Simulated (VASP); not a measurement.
# Sc in VASP: a series of runs, part 2 of 2

VASP 6.6.1. The steps go on from the part before.

### 4 Single point, PBE, collinear spin

This run uses another cell than the first one.

INCAR reads:

```
SYSTEM = Sc
  ALGO = Normal
  DIPOL = 0.5 0.5 0.294
  EDIFF = 1E-7
  ENCUT = 520
  GGA = PE
  IDIPOL = 3
  ISIF = 2
  ISMEAR = 0
  ISPIN = 2
  LASPH = .TRUE.
  LCHARG = .FALSE.
  LDIPOL = .TRUE.
  LMAXMIX = 4
  LORBIT = 11
  LREAL = .FALSE.
  LWAVE = .FALSE.
  MAGMOM = 1 1
  NBANDS = 22
  NELM = 150
  PREC = Accurate
  SIGMA = 0.1
```

KPOINTS reads:

```
k-points
0
G
  6 6 1
  0 0 0
```

POSCAR reads:

```
Sc
1.0
    5.1133322154      0.0000000000      0.0000000000
   -2.5566661077      4.4282755965      0.0000000000
    0.0000000000      0.0000000000     23.8000000000
Sc
2
Direct
    0.3333333333      0.6666666667      0.2941176471
    0.6666666667      0.3333333333      0.2941176471
```

Potentials or basis: VASP PAW PBE potentials, release 64 (Sc_sv).

On the command line:

```
$ cat potpaw_PBE.64/Sc_sv/POTCAR > POTCAR
$ mpirun -np 1 vasp_std > vasp.out
```

OUTCAR:

```text
SYSTEM = Sc
   EDIFF = 1E-7
   ENCUT = 520
   GGA = PE
   ISIF = 2
   ISMEAR = 0
   ISPIN = 2
   LASPH = .TRUE.
   LORBIT = 11
   LREAL = .FALSE.
   NELM = 150
   PREC = Accurate

 ion  position               nearest neighbor table
   1  0.333  0.667  0.294-   2 2.95   2 2.95   2 2.95
   2  0.667  0.333  0.294-   1 2.95   1 2.95   1 2.95

  LATTYP: Found a hexagonal cell.
 ALAT       =     5.1133322154
 C/A-ratio  =     4.6544990619

  Lattice vectors:

 A1 = (   5.1133322154,   0.0000000000,   0.0000000000)
 A2 = (  -2.5566661077,   4.4282755965,   0.0000000000)
 A3 = (   0.0000000000,   0.0000000000,  23.8000000000)

Analysis of symmetry for initial positions (statically):
=====================================================================
 Subroutine PRICEL returns:
 Original cell was already a primitive cell.

 Routine SETGRP: Setting up the symmetry group for a
 hexagonal supercell.

 Subroutine GETGRP returns: Found 24 space group operations
 (whereof 12 operations were pure point group operations)
 out of a pool of 24 trial point group operations.

The static configuration has the point symmetry C_6v.
 The point group associated with its full space group is D_6h.

Analysis of symmetry for dynamics (positions and initial velocities):
=====================================================================
 Subroutine PRICEL returns:
 Original cell was already a primitive cell.

 Routine SETGRP: Setting up the symmetry group for a
 hexagonal supercell.

 Subroutine GETGRP returns: Found 24 space group operations
 (whereof 12 operations were pure point group operations)
 out of a pool of 24 trial point group operations.

The dynamic configuration has the point symmetry C_6v.
 The point group associated with its full space group is D_6h.

Analysis of structural, dynamic, and magnetic symmetry:
=====================================================================
 Subroutine PRICEL returns:
 Original cell was already a primitive cell.

 Routine SETGRP: Setting up the symmetry group for a
 hexagonal supercell.

 Subroutine GETGRP returns: Found 24 space group operations
 (whereof 12 operations were pure point group operations)
 out of a pool of 24 trial point group operations.

The overall configuration has the point symmetry C_6v.
 The point group associated with its full space group is D_6h.

 Subroutine INISYM returns: Found 24 space group operations
 (whereof 12 operations are pure point group operations),
 and found     1 'primitive' translations

----------------------------------------------------------------------------------------

                                     Primitive cell

  volume of cell :     538.9092

  direct lattice vectors                    reciprocal lattice vectors
     5.113332215  0.000000000  0.000000000     0.195567187  0.112910768  0.000000000
    -2.556666108  4.428275596  0.000000000     0.000000000  0.225821537  0.000000000
     0.000000000  0.000000000 23.800000000     0.000000000  0.000000000  0.042016807

  length of vectors
     5.113332215  5.113332215 23.800000000     0.225821537  0.225821537  0.042016807

  position of ions in fractional coordinates (direct lattice)
     0.333333333  0.666666667  0.294117647
     0.666666667  0.333333333  0.294117647

  ion indices of the primitive-cell ions
[... 57 lines left out ...]
   EDIFF  = 0.1E-06   stopping-criterion for ELM
   LREAL  =      F    real-space projection
   EDIFFG = 0.1E-05   stopping-criterion for IOM
   NSW    =      0    number of steps for IOM
   IBRION =     -1    ionic relax: 0-MD 1-quasi-New 2-CG
   NFREE  =      0    steps in history (QN), initial steepest desc. (CG)
   ISIF   =      2    stress and relaxation
   ISYM   =      2    0-nonsym 1-usesym 2-fastsym
   POTIM  = 0.5000    time-step for ionic-motion
   TEBEG  =    0.0;   TEEND  =   0.0 temperature during run
   PSTRESS=    0.0 pullay stress
   NELECT =      22.0000    total number of electrons
   NUPDOWN=      -1.0000    fix difference up-down
   EMIN   =  10.00;   EMAX   =-10.00  energy-range for DOS
   EFERMI =   0.00;   METHOD = LEGACY
   ISMEAR =     0;   SIGMA  =   0.10  broadening in eV -4-tet -1-fermi 0-gaus
   EFERMI_NEDOS =   21; number of points for ismear=-14 and -15
   IALGO  =     38    algorithm
   IMIX   =      4    mixing-type and parameters
     AMIX     =   0.40;   BMIX     =  1.00
     AMIX_MAG =   1.60;   BMIX_MAG =  1.00
  volume/ion in A,a.u.               =     269.45      1818.37
  Fermi-wavevector in a.u.,A,eV,Ry     =   0.563695  1.065228  4.323273  0.317752
  Thomas-Fermi vector in A             =   1.600943
   LORBIT       =     11    0 simple, 1 ext, 2 COOP (PROOUT), +10 PAW based schemes
   GGA     = PE    functional components
   LHFCALC =     F    Hartree Fock is set to
   AEXX    =    0.0000 exact exchange contribution
   IVDW    =     0    specifies the selected vdW correction
   LEPSILON=     F    determine dielectric tensor
   LRPA    =     F    only Hartree local field effects (RPA)
 spin polarized calculation
 Gauss-broadening in eV      SIGMA  =   0.10
  energy-cutoff  :      520.00
  volume of cell :      538.91
 maximum number of plane-waves:     14568
 NGX is ok and might be reduce to    40
   NGX = 19   NGY = 19   NGZ = 89

 dipolmoment           0.000000      0.000000     -0.000005 electrons x Angstroem

 number of electron      22.0000003 magnetization       3.3867197

 dipolmoment           0.000000      0.000000      0.000001 electrons x Angstroem

 Free energy of the ion-electron system (eV)
  ---------------------------------------------------
  ext. energy  EPLUGINS =         0.00000000
  ---------------------------------------------------
  free energy    TOTEN  =        -7.35919583 eV

  energy without entropy =       -7.31909692  energy(sigma->0) =       -7.33914637

 E-fermi :  -2.5674     XC(G=0):  -1.7170

 val. band max:       -2.5873452150   @ k =   0.3333   0.1667   0.0000
 cond. band min:      -2.5525320189   @ k =   0.1667   0.1667   0.0000
 fundamental gap:      0.0348131960
 Fermi energy:        -2.5674010818

 spin component 1

 k-point     1 :       0.0000    0.0000    0.0000
  band No.  band energies     occupation
      1     -52.9219      1.00000
      2     -52.8239      1.00000
      3     -31.7197      1.00000
      4     -31.6694      1.00000
      5     -31.6694      1.00000
      6     -31.6295      1.00000
[... 164 lines left out ...]
     21       0.6028      0.00000
     22       0.8375      0.00000
 Fermi energy:        -2.5674010818

 spin component 2

 k-point     1 :       0.0000    0.0000    0.0000
  band No.  band energies     occupation
      1     -52.0713      1.00000
      2     -51.9774      1.00000
      3     -30.9755      1.00000
      4     -30.8911      1.00000
      5     -30.7290      1.00000
      6     -30.7290      1.00000
[... 164 lines left out ...]
     21       1.5234      0.00000
     22       1.5234      0.00000

------------------------ aborting loop because EDIFF is reached ----------------------------------------

 vacuum level on the upper side and lower side of the slab       (xc-potential included)         0.003         0.003

  FORCE on cell =-STRESS in cart. coord.  units (eV):
  Direction    XX          YY          ZZ          XY          YZ          ZX
  --------------------------------------------------------------------------------------
  -------------------------------------------------------------------------------------
  Total        0.6985403      0.6985403     -0.0171191      0.0000000      0.0000000      0.0000000
  in kB        2.0767607      2.0767607     -0.0508952      0.0000000      0.0000000      0.0000000
  external PRESSURE =       1.3675421 kB  Pullay stress =       0.0000000 kB

 VOLUME and BASIS-vectors are now :
 -----------------------------------------------------------------------------
  energy-cutoff  :      520.00
  volume of cell :      538.91
      direct lattice vectors                 reciprocal lattice vectors
     5.113332215  0.000000000  0.000000000     0.195567187  0.112910768  0.000000000
    -2.556666108  4.428275596  0.000000000     0.000000000  0.225821537  0.000000000
     0.000000000  0.000000000 23.800000000     0.000000000  0.000000000  0.042016807

 POSITION                                       TOTAL-FORCE (eV/Angst)
 -----------------------------------------------------------------------------------
     -0.00000      2.95218      7.00000        -0.000000      0.000000      0.000000
      2.55667      1.47609      7.00000         0.000000      0.000000      0.000000
 -----------------------------------------------------------------------------------
    total drift:                               -0.000000     -0.000000      0.000025

  FREE ENERGIE OF THE ION-ELECTRON SYSTEM (eV)
  ---------------------------------------------------
  free  energy   TOTEN  =        -7.3591958276 eV

  energy  without entropy=       -7.3190969156  energy(sigma->0) =       -7.33914637

 vacuum level on the upper side and lower side of the slab         0.776         0.776

 total charge

# of ion       s       p       d       tot
------------------------------------------
    1        2.308   6.006   1.106   9.420
    2        2.308   6.006   1.106   9.420
--------------------------------------------------
tot          4.617  12.012   2.211  18.840

 magnetization (x)

# of ion       s       p       d       tot
------------------------------------------
    1        0.056   0.045   0.970   1.071
    2        0.056   0.045   0.970   1.071
--------------------------------------------------
tot          0.112   0.090   1.940   2.142
```

stdout:

```text
POSCAR found type information on POSCAR Sc
 POSCAR found :  1 types and       2 ions
 scaLAPACK will be used
 LDA part: xc-table for (Slater+PW92), standard interpolation
 POSCAR, INCAR and KPOINTS ok, starting setup
 FFT: planning ... GRIDC
 FFT: planning ... GRID_SOFT
 FFT: planning ... GRID
 WAVECAR not read
 entering main loop
```

Wall time 17 min (1 thread of Intel Xeon 8259CL, shared host); peak memory 0.88 GiB.

What came out:

| Quantity | Value |
| --- | --- |
| Free energy | -7.3592 eV |
| Net moment | 3.39 μB per cell |
| Site moments | Sc +1.07 μB |
| Valence electrons inside the program's atomic spheres | Sc 9.42 |

### 5 The runs side by side

```csv
spin,cell,gap on the mesh (eV)
off,"a = 4.133, b = 4.133, c = 14.000 Å, angles 90.0, 90.0, 120.0°, 2 atoms",none
off,"a = 5.113, b = 5.113, c = 23.800 Å, angles 90.0, 90.0, 120.0°, 2 atoms",none
collinear,"a = 5.113, b = 5.113, c = 23.800 Å, angles 90.0, 90.0, 120.0°, 2 atoms",none
```

Alike in all rows: task single point; level PBE; potentials or basis VASP PAW PBE potentials, release 64 (Sc_sv); k mesh 6 × 6 × 1; cutoff (eV) 520; smearing gaussian 0.1 eV.

Total energies depend on the potentials used, so only differences within one code and one set of settings carry meaning.
